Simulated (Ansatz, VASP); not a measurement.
C in VASP and in Ansatz

File INCAR:

```
SYSTEM = C
  PREC = Accurate
  ENCUT = 520
  EDIFF = 1E-8
  ISMEAR = -1
  SIGMA = 0.03
  LREAL = .False.
  LASPH = .True.
  NELM = 80
  ALGO = Normal
  ISIF = 2
  LWAVE = .False.
  LCHARG = .False.
  GGA = CA
  LEFG = .True.
  NBANDS = 11
```

KPOINTS

```
regular mesh
0
Gamma
  16 16 16
  0 0 0
```

Contents of POSCAR:

```
C
1.0
    0.0000000000      1.8068684808      1.8068684808
    1.8068684808      0.0000000000      1.8068684808
    1.8068684808      1.8068684808      0.0000000000
C
2
Direct
    0.5000000000      0.5000000000      0.5000000000
    0.7500000000      0.7500000000      0.7500000000
```

Input for Ansatz:

```yaml
crystal:
  lattice:
    - [0.0, 1.8068684808, 1.8068684808]
    - [1.8068684808, 0.0, 1.8068684808]
    - [1.8068684808, 1.8068684808, 0.0]
  atoms:
    - { symbol: C, position: [0.5, 0.5, 0.5] }
    - { symbol: C, position: [0.75, 0.75, 0.75] }
kpoints:
  mp_grid: { grid: [16, 16, 16] }
scf:
  occupations: { method: fermi_dirac, width: 0.03 }
hamiltonian:
  xc: lda
  pseudopotentials: { kind: paw }
output:
  forces: true
  stress: true
  eigenvalues: true
  efg: { contact_densities: true }
  write_density: true
  write_potential: true
  elf: true
  volumetric_format: npy
```

Change from the starting cell: volume scaled by 1.04, PAW files.

Alike in both runs: task electric field gradients; functional LDA; k mesh 16 × 16 × 16; occupations fermi-dirac, width 0.03 eV; no spin polarisation.

|  | VASP | Ansatz |
| --- | --- | --- |
| version | VASP 6.6.1 | Ansatz 0.2.0 |
| potentials or method | VASP PAW LDA potentials, release 64 (C) | PAW with Ansatz's default frozen-core files, scalar-relativistic |
| plane-wave cutoff (eV) | 520 | 420 |
| valence electrons in the cell | 8 | 8 |

Ansatz gave:

| Item | Value |
| --- | --- |
| gap on the k mesh at the Fermi level (eV) | 4.02 |
| pressure (GPa) | -28.3 |

Task: What did VASP give for the same quantities?

Result: gap on the k mesh at the Fermi level (eV): 4.01; pressure (GPa): -27.1.

LDA's correlation is that of Perdew and Zunger in VASP and of Perdew and Wang (1992) in Ansatz.
